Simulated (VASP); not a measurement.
Crystal: NaCl.

```
CELL_PARAMETERS angstrom
3.50219 0.00000 0.00000
0.00000 3.50219 0.00000
0.00000 0.00000 3.50219
ATOMIC_POSITIONS crystal
Cl 0.50000 0.50000 0.50000
Na 0.00000 0.00000 0.00000
```

* Program: VASP 6.6.1
* Task: relaxation of cell and atoms
* Functional: PBE
* Dispersion: D3(BJ)
* Potentials or basis: VASP PAW PBE potentials, release 64 (Cl, Na_pv)
* Cutoff: 600 eV
* k mesh: 8 × 8 × 8
* Occupations: fermi-dirac, width 0.05 eV
* Spin: no spin polarisation

At the start: pressure -1.6 GPa; volume 21.48 Å³/atom.

Question: Where does the relaxation end?

Answer: Over 4 steps the energy falls by 6.4 meV/atom and the volume is 20.25 Å³/atom (-5.7 %); space group Pm-3m (No. 221, to 0.1 Å) before and after.

Step by step:
```
step  energy change (eV)  largest force (eV/Å)  pressure (GPa)  volume (Å³)
   1              0.0000                0.0000           -1.56        42.96
   2             -0.0097                0.0000           -0.81        41.67
   3             -0.0127                0.0000           -0.11        40.65
   4             -0.0128                0.0000            0.01        40.50
```

Final structure:
```cif
data_structure
_symmetry_space_group_name_H-M 'P 1'
_symmetry_Int_Tables_number 1
_cell_length_a 3.4341
_cell_length_b 3.4341
_cell_length_c 3.4341
_cell_angle_alpha 90.000
_cell_angle_beta 90.000
_cell_angle_gamma 90.000
_cell_volume 40.50
loop_
_atom_site_label
_atom_site_type_symbol
_atom_site_fract_x
_atom_site_fract_y
_atom_site_fract_z
_atom_site_occupancy
Cl1 Cl 0.50000 0.50000 0.50000 1
Na1 Na 0.00000 0.00000 0.00000 1
```
